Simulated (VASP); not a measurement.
# C (Pm-3m) in VASP: a series of runs

Runs on C. Level: LDA. Tasks: single point.

Everything below comes from runs of VASP 6.6.1. Logs are shortened: lines on timing, memory, paths and dates and some standing lists are left out, and cuts for length are marked.

### 1 The cell of the first run

Symmetry: Pm-3m, No. 221, cubic system. The conventional cell has a = 1.744 Å, b = 1.744 Å, c = 1.744 Å, α = 90.00°, β = 90.00°, γ = 90.00°. C (site symmetry m-3m) has 6 C at 1.74 Å within 2.3 Å.

### 2 Single point, LDA

INCAR

```
SYSTEM = C
PREC = Accurate
ENCUT = 1300
EDIFF = 1E-6
ISMEAR = -1
SIGMA = 0.1
LREAL = .FALSE.
LASPH = .TRUE.
NELM = 120
ALGO = Normal
ISIF = 2
LWAVE = .FALSE.
LCHARG = .TRUE.
GGA = CA
LELF = .TRUE.
LVHAR = .TRUE.
NBANDS = 8
GGA_COMPAT = .FALSE.
```

KPOINTS

```
Automatic mesh
0
G
  16 16 16
  0 0 0
```

POSCAR

```
C
1.0
    1.7443222539      0.0000000000      0.0000000000
    0.0000000000      1.7443222539      0.0000000000
    0.0000000000      0.0000000000      1.7443222539
C
1
Direct
    0.0000000000      0.0000000000      0.0000000000
```

Potentials or basis: VASP PAW LDA potentials, release 64 (C_h).

Run with:

```console
cat potpaw_LDA.64/C_h/POTCAR > POTCAR
mpirun -np 1 vasp_std > vasp.out
```

OUTCAR:

```text
SYSTEM = C
   PREC = Accurate
   ENCUT = 1300
   EDIFF = 1E-6
   ISMEAR = -1
   LREAL = .FALSE.
   LASPH = .TRUE.
   NELM = 120
   ISIF = 2
   GGA = CA

 ion  position               nearest neighbor table
   1  0.000  0.000  0.000-

  LATTYP: Found a simple cubic cell.
 ALAT       =     1.7443222539

  Lattice vectors:

 A1 = (   1.7443222539,   0.0000000000,   0.0000000000)
 A2 = (   0.0000000000,   1.7443222539,   0.0000000000)
 A3 = (   0.0000000000,   0.0000000000,   1.7443222539)

Analysis of symmetry for initial positions (statically):
=====================================================================
 Subroutine PRICEL returns:
 Original cell was already a primitive cell.

 Routine SETGRP: Setting up the symmetry group for a
 simple cubic supercell.

 Subroutine GETGRP returns: Found 48 space group operations
 (whereof 48 operations were pure point group operations)
 out of a pool of 48 trial point group operations.

The static configuration has the point symmetry O_h .

Analysis of symmetry for dynamics (positions and initial velocities):
=====================================================================
 Subroutine PRICEL returns:
 Original cell was already a primitive cell.

 Routine SETGRP: Setting up the symmetry group for a
 simple cubic supercell.

 Subroutine GETGRP returns: Found 48 space group operations
 (whereof 48 operations were pure point group operations)
 out of a pool of 48 trial point group operations.

The dynamic configuration has the point symmetry O_h .

 Subroutine INISYM returns: Found 48 space group operations
 (whereof 48 operations are pure point group operations),
 and found     1 'primitive' translations

----------------------------------------------------------------------------------------

                                     Primitive cell

  volume of cell :       5.3074

  direct lattice vectors                    reciprocal lattice vectors
     1.744322254  0.000000000  0.000000000     0.573288564  0.000000000  0.000000000
     0.000000000  1.744322254  0.000000000     0.000000000  0.573288564  0.000000000
     0.000000000  0.000000000  1.744322254     0.000000000  0.000000000  0.573288564

  length of vectors
     1.744322254  1.744322254  1.744322254     0.573288564  0.573288564  0.573288564

  position of ions in fractional coordinates (direct lattice)
     0.000000000  0.000000000  0.000000000

  ion indices of the primitive-cell ions
   primitive index   ion index
                 1           1

----------------------------------------------------------------------------------------

 KPOINTS: Automatic mesh

Automatic generation of k-mesh.
 Grid dimensions read from file:
 generate k-points for:   16   16   16

 Generating k-lattice:

  Cartesian coordinates                     Fractional coordinates (reciprocal lattice)
     0.035830535  0.000000000  0.000000000     0.062500000  0.000000000  0.000000000
     0.000000000  0.035830535  0.000000000     0.000000000  0.062500000  0.000000000
     0.000000000  0.000000000  0.035830535     0.000000000  0.000000000  0.062500000

  Length of vectors
     0.035830535  0.035830535  0.035830535

  Shift w.r.t. Gamma in fractional coordinates (k-lattice)
     0.000000000  0.000000000  0.000000000

 Subroutine IBZKPT returns following result:
 ===========================================

 Found    165 irreducible k-points:

 Following reciprocal coordinates:
            Coordinates               Weight
  0.000000  0.000000  0.000000      1.000000
  0.062500  0.000000  0.000000      6.000000
  0.125000  0.000000  0.000000      6.000000
  0.187500  0.000000  0.000000      6.000000
  0.250000  0.000000  0.000000      6.000000
  0.312500  0.000000  0.000000      6.000000
[... 16 lines left out ...]
  0.437500  0.125000  0.000000     24.000000
  0.500000  0.125000  0.000000     12.000000
 [... further k-points ...]
   k-points           NKPTS =    165   k-points in BZ     NKDIM =    165   number of bands    NBANDS=      8
   number of dos      NEDOS =    301   number of ions     NIONS =      1
   total plane-waves  NPLWV =  13824
   dimension x,y,z NGX =    24 NGY =   24 NGZ =   24
   dimension x,y,z NGXF=    48 NGYF=   48 NGZF=   48
   ions per type =               1
   NGX,Y,Z   is equivalent  to a cutoff of  22.87, 22.87, 22.87 a.u.
   NGXF,Y,Z  is equivalent  to a cutoff of  45.75, 45.75, 45.75 a.u.
 SYSTEM =  C
   PREC   = accura    normal or accurate (medium, high low for compatibility)
   ISTART =      0    job   : 0-new  1-cont  2-samecut
   ICHARG =      2    charge: 1-file 2-atom 10-const
   ISPIN  =      1    spin polarized calculation?
   LNONCOLLINEAR =      F non collinear calculations
   LSORBIT =      F    spin-orbit coupling
   LASPH  =      T    aspherical Exc in radial PAW
   ENCUT  = 1300.0 eV  95.55 Ry    9.77 a.u.   5.13  5.13  5.13*2*pi/ulx,y,z
   NELM   =    120;   NELMIN=  2; NELMDL= -5     # of ELM steps
   EDIFF  = 0.1E-05   stopping-criterion for ELM
   LREAL  =      F    real-space projection
   EDIFFG = 0.1E-04   stopping-criterion for IOM
   NSW    =      0    number of steps for IOM
   IBRION =     -1    ionic relax: 0-MD 1-quasi-New 2-CG
   NFREE  =      0    steps in history (QN), initial steepest desc. (CG)
   ISIF   =      2    stress and relaxation
   ISYM   =      2    0-nonsym 1-usesym 2-fastsym
   POTIM  = 0.5000    time-step for ionic-motion
   TEBEG  =    0.0;   TEEND  =   0.0 temperature during run
   PSTRESS=    0.0 pullay stress
   NELECT =       4.0000    total number of electrons
   NUPDOWN=      -1.0000    fix difference up-down
   EMIN   =  10.00;   EMAX   =-10.00  energy-range for DOS
   EFERMI =   0.00;   METHOD = LEGACY
   ISMEAR =    -1;   SIGMA  =   0.10  broadening in eV -4-tet -1-fermi 0-gaus
   EFERMI_NEDOS =   21; number of points for ismear=-14 and -15
   IALGO  =     38    algorithm
   IMIX   =      4    mixing-type and parameters
     AMIX     =   0.40;   BMIX     =  1.00
     AMIX_MAG =   1.60;   BMIX_MAG =  1.00
  volume/ion in A,a.u.               =       5.31        35.82
  Fermi-wavevector in a.u.,A,eV,Ry     =   1.489823  2.815358 30.199132  2.219574
  Thomas-Fermi vector in A             =   2.602683
   LORBIT       =      0    0 simple, 1 ext, 2 COOP (PROOUT), +10 PAW based schemes
   GGA     = CA    functional components
   LHFCALC =     F    Hartree Fock is set to
   AEXX    =    0.0000 exact exchange contribution
   IVDW    =     0    specifies the selected vdW correction
   LEPSILON=     F    determine dielectric tensor
   LRPA    =     F    only Hartree local field effects (RPA)
 non-spin polarized calculation
  energy-cutoff  :     1300.00
  volume of cell :        5.31
 maximum number of plane-waves:       587
 NGX is ok and might be reduce to    24
   NGX = 11   NGY = 11   NGZ = 11

 number of electron       4.0000000 magnetization

 Free energy of the ion-electron system (eV)
  ---------------------------------------------------
  ext. energy  EPLUGINS =         0.00000000
  ---------------------------------------------------
  free energy    TOTEN  =        -7.51061670 eV

  energy without entropy =       -7.50514528  energy(sigma->0) =       -7.50788099

 E-fermi :  12.9779     XC(G=0): -14.3549

 val. band max:       12.9776359619   @ k =   0.2500   0.1875   0.1250
 cond. band min:      13.0498312534   @ k =   0.3750   0.3750   0.3125
 fundamental gap:      0.0721952915
 Fermi energy:        12.9778959598

 k-point     1 :       0.0000    0.0000    0.0000
  band No.  band energies     occupation
      1      -9.8042      2.00000
      2      22.5183      0.00000
      3      22.5183      0.00000
      4      22.5183      0.00000
      5      39.0383      0.00000
      6      39.0383      0.00000
      7      45.1735      0.00000
      8      70.4091      0.00000

 k-point     2 :       0.0625    0.0000    0.0000
  band No.  band energies     occupation
      1      -9.6470      2.00000
      2      21.3625      0.00000
      3      22.6257      0.00000
      4      22.6257      0.00000
      5      39.2168      0.00000
      6      40.3040      0.00000
      7      45.1387      0.00000
      8      69.4196      0.00000

 k-point     3 :       0.1250    0.0000    0.0000
  band No.  band energies     occupation
      1      -9.1754      2.00000
      2      18.6424      0.00000
      3      22.9389      0.00000
      4      22.9389      0.00000
      5      39.7493      0.00000
      6      43.1302      0.00000
      7      45.2113      0.00000
      8      66.8729      0.00000

 k-point     4 :       0.1875    0.0000    0.0000
  band No.  band energies     occupation
      1      -8.3907      2.00000
      2      15.3475      0.00000
      3      23.4318      0.00000
      4      23.4318      0.00000
      5      40.6268      0.00000
      6      44.2743      0.00000
      7      47.4971      0.00000
      8      63.6519      0.00000

 k-point     5 :       0.2500    0.0000    0.0000
  band No.  band energies     occupation
      1      -7.2945      2.00000
      2      11.9563      1.99993
      3      24.0554      0.00000
      4      24.0554      0.00000
      5      41.8287      0.00000
      6      44.0473      0.00000
      7      50.9362      0.00000
      8      60.4278      0.00000
[... 177 lines left out ...]
 k-point    22 :       0.3750    0.1250    0.0000
  band No.  band energies     occupation
      1      -3.5753      2.00000
      2       6.0787      2.00000
      3      22.5866      0.00000
      4      25.7319      0.00000
      5      39.8182      0.00000
      6      47.3813      0.00000
      7      53.9926      0.00000
      8      55.9650      0.00000

 k-point    23 :       0.4375    0.1250    0.0000
  band No.  band energies     occupation
      1      -1.5784      2.00000
      2       3.2651      2.00000
      3      23.2145      0.00000
      4      26.1743      0.00000
      5      38.8536      0.00000
      6      48.9400      0.00000
      7      52.3463      0.00000
      8      54.6058      0.00000

 k-point    24 :       0.5000    0.1250    0.0000
  band No.  band energies     occupation
      1       0.6874      2.00000
      2       0.7246      2.00000
      3      23.4546      0.00000
      4      26.3364      0.00000
      5      38.4918      0.00000
      6      50.1773      0.00000
      7      51.0917      0.00000
      8      54.1220      0.00000

 [... further k-points ...]
[... 5 lines left out ...]
  --------------------------------------------------------------------------------------
  -------------------------------------------------------------------------------------
  Total        0.0204434      0.0204434      0.0204434      0.0000000      0.0000000     -0.0000000
  in kB        6.1713830      6.1713830      6.1713830      0.0000000      0.0000000     -0.0000000
  external PRESSURE =       6.1713830 kB  Pullay stress =       0.0000000 kB

 VOLUME and BASIS-vectors are now :
 -----------------------------------------------------------------------------
  energy-cutoff  :     1300.00
  volume of cell :        5.31
      direct lattice vectors                 reciprocal lattice vectors
     1.744322254  0.000000000  0.000000000     0.573288564  0.000000000  0.000000000
     0.000000000  1.744322254  0.000000000     0.000000000  0.573288564  0.000000000
     0.000000000  0.000000000  1.744322254     0.000000000  0.000000000  0.573288564

 POSITION                                       TOTAL-FORCE (eV/Angst)
 -----------------------------------------------------------------------------------
      0.00000      0.00000      0.00000         0.000000      0.000000      0.000000
 -----------------------------------------------------------------------------------
    total drift:                                0.000000     -0.000000     -0.000000

  FREE ENERGIE OF THE ION-ELECTRON SYSTEM (eV)
  ---------------------------------------------------
  free  energy   TOTEN  =        -7.5106166990 eV

  energy  without entropy=       -7.5051452759  energy(sigma->0) =       -7.50788099
```

Run time: 5.5 s. Hardware: 1 thread of Intel Xeon 6975P-C (Granite Rapids), shared host; peak memory 0.13 GiB.

Results:

| Property | Result |
| --- | --- |
| Free energy | -7.5106 eV |
| Pressure | 0.6 GPa |
| Band gap on the k mesh | zero (bands 2 and 3 overlap by 11.83 eV) |

### 3 Single point, LDA (5.10 Å³/atom)

This run uses another cell than the first one, of 5.10 Å³/atom.

INCAR

```
SYSTEM = C
ALGO = Normal ; EDIFF = 1E-6
ENCUT = 1300 ; GGA_COMPAT = .FALSE.
ISIF = 2 ; ISMEAR = -1
LASPH = .TRUE. ; LCHARG = .FALSE.
LREAL = .FALSE. ; LWAVE = .FALSE.
NBANDS = 8 ; NELM = 120
PREC = Accurate ; SIGMA = 0.1
```

KPOINTS

```
k-points
0
G
  20 20 20
  0 0 0
```

POSCAR

```
C
1.0
    1.7207474417      0.0000000000      0.0000000000
    0.0000000000      1.7207474417      0.0000000000
    0.0000000000      0.0000000000      1.7207474417
C
1
Direct
    0.0000000000      0.0000000000      0.0000000000
```

Potentials or basis: VASP PAW LDA potentials, release 64 (C_h).

Run with:

```console
cat potpaw_LDA.64/C_h/POTCAR > POTCAR
mpirun -np 1 vasp_std > vasp.out
```

Run time: 9 s. Hardware: 1 thread of Intel Xeon 6975P-C (Granite Rapids), shared host; peak memory 0.14 GiB.

The run converged. Its results:

* Free energy: -7.4903 eV
* Pressure: 19.0 GPa
* Band gap on the k mesh: zero (bands 2 and 3 overlap by 11.93 eV)

Levels at points of the mesh, in eV from the Fermi level:
| k point | band 1 | band 2 | band 3 | band 4 | band 5 | band 6 | band 7 |
| --- | --- | --- | --- | --- | --- | --- | --- |
| (0.00, 0.00, 0.00) | -23.45 | 9.86 | 9.86 | 9.86 | 26.47 | 26.47 | 33.25 |
| (0.50, 0.00, 0.00) | -13.45 | -13.05 | 13.50 | 13.50 | 30.90 | 34.88 | 41.22 |
| (0.50, 0.50, 0.00) | -6.74 | -6.74 | -2.07 | 7.76 | 16.43 | 43.71 | 43.71 |
| (0.50, 0.50, 0.50) | -1.21 | -1.21 | -1.21 | 10.74 | 17.76 | 17.76 | 17.76 |

Caveat: the cell stands under pressure.

The gap in the log of VASP goes by the Fermi energy; the results here count the filled bands.